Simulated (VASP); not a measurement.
Set up this calculation in VASP 6.6.1, as the native input.

```yaml
Task: single point
Functional: PBEsol
Potentials_or_basis: VASP PAW PBE potentials, release 64 (Ti_sv, Si)
Cutoff: 520 eV
k_mesh: 10 × 6 × 10
Occupations: gaussian, width 0.1 eV
Spin: no spin polarisation
Dipole_correction: no
Further_INCAR_settings: ALGO = Normal; EDIFF = 1e-07; NBANDS = 42
```

The structure of TiSi lies in POSCAR:

```
TiSi
1.0
    3.6007916931      0.0000000000      0.0000000000
    0.0000000000      7.5785650113      0.0000000000
    0.0000000000      0.0000000000      4.1428981989
Ti Si
4 4
Direct
    0.0000000000      0.5000000000      0.0507574436
    0.5000000000      0.5000000000      0.5507434951
    0.5000000000      0.0000000000      0.5507465107
    0.0000000000      0.0000000000      0.0507528495
    0.0000000000      0.7499993708      0.5507483869
    0.0000000000      0.2500006292      0.5507483869
    0.5000000000      0.2499997024      0.0507514638
    0.5000000000      0.7500002976      0.0507514638
```

One way to write it, as run:

INCAR

```
SYSTEM = TiSi
PREC     = Accurate       ! precision mode
ENCUT    = 520            ! plane-wave cutoff, eV
EDIFF    = 1E-7           ! SCF threshold, eV
ISMEAR   = 0              ! smearing method
SIGMA    = 0.1            ! smearing width, eV
LREAL    = .FALSE.        ! projectors in reciprocal space
LASPH    = .TRUE.         ! aspherical terms in the spheres
NELM     = 60             ! most SCF steps
ALGO     = Normal         ! electronic algorithm
ISIF     = 2              ! what is computed and relaxed
LWAVE    = .FALSE.        ! write WAVECAR
LCHARG   = .FALSE.        ! write CHGCAR
GGA      = PS             ! functional
NBANDS   = 42             ! bands
```

KPOINTS

```
Automatic mesh
0
G
  10 6 10
  0 0 0
```

Potentials or basis: VASP PAW PBE potentials, release 64 (Ti_sv, Si).

Launch:

```bash
$ cat potpaw_PBE.64/Ti_sv/POTCAR potpaw_PBE.64/Si/POTCAR > POTCAR
$ mpirun -np 1 vasp_std > vasp.out
```

It gave:

- Pressure: 0.0 GPa
- Band gap on the k mesh: zero (band 32 reaches 11.05 eV, above the bottom of band 33 at 9.99 eV)

Caveat: the PAW data sets were made with another functional, which shifts forces and pressure a little.

It took 12 min on 1 thread of Intel(R) Xeon(R) Platinum 8488C (Sapphire Rapids), on a shared host, peak memory 0.57 GiB.
